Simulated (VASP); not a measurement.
Input of a VASP 6.6.1 run:

File INCAR:

```
SYSTEM = Hg12Te11P
PREC     = Accurate       ! precision mode
ENCUT    = 520            ! plane-wave cutoff, eV
EDIFF    = 1E-8           ! SCF threshold, eV
ISMEAR   = -1             ! smearing method
SIGMA    = 0.01           ! smearing width, eV
LREAL    = Auto         
LASPH    = .True.         ! aspherical terms in the spheres
NELM     = 100            ! most SCF steps
ALGO     = Normal         ! electronic algorithm
ISIF     = 2              ! what is computed and relaxed
LWAVE    = .False.        ! write WAVECAR
LCHARG   = .False.        ! write CHGCAR
GGA      = PE             ! functional
LEFG     = .True.       
NELECT   = 216.0        
NBANDS   = 126            ! bands
```

KPOINTS

```
Automatic mesh
0
Gamma
  3 3 2
  0 0 0
```

POSCAR

```
Hg12Te11P
1.0
    9.3108750032      0.0000000000      0.0000000000
   -4.6554375016      8.0634542842      0.0000000000
    0.0000000000      0.0000000000     10.4231886400
Hg P Te
12 1 11
Direct
    0.1580707650      0.1580707650      0.0000000000
    0.1580707650      0.6580707650      0.0000000000
    0.6580707650      0.1580707650      0.0000000000
    0.6580707650      0.6580707650      0.0000000000
    0.0000000000      0.3419292350      0.6666666667
    0.0000000000      0.8419292350      0.6666666667
    0.5000000000      0.3419292350      0.6666666667
    0.5000000000      0.8419292350      0.6666666667
    0.3419292350      0.0000000000      0.3333333333
    0.3419292350      0.5000000000      0.3333333333
    0.8419292350      0.0000000000      0.3333333333
    0.8419292350      0.5000000000      0.3333333333
    0.2427854750      0.2427854750      0.5000000000
    0.2427854750      0.7427854750      0.5000000000
    0.7427854750      0.2427854750      0.5000000000
    0.7427854750      0.7427854750      0.5000000000
    0.0000000000      0.2572145250      0.1666666667
    0.0000000000      0.7572145250      0.1666666667
    0.5000000000      0.2572145250      0.1666666667
    0.5000000000      0.7572145250      0.1666666667
    0.2572145250      0.0000000000      0.8333333333
    0.2572145250      0.5000000000      0.8333333333
    0.7572145250      0.0000000000      0.8333333333
    0.7572145250      0.5000000000      0.8333333333
```

Potentials or basis: VASP PAW PBE potentials, release 64 (Hg, P, Te).

Command:

```bash
$ cat potpaw_PBE.64/Hg/POTCAR potpaw_PBE.64/P/POTCAR potpaw_PBE.64/Te/POTCAR > POTCAR
$ mpirun -np 1 vasp_std > vasp.out
```

(1) What does it give for the largest force?

Answers

(1) 1.679 eV/Å.

Caveat: the cell carries a net charge on a neutralising background, which shifts energy and pressure; without QUAD_EFG the Cq values of the log hold for a quadrupole moment of 1 mb, not for the nuclei.
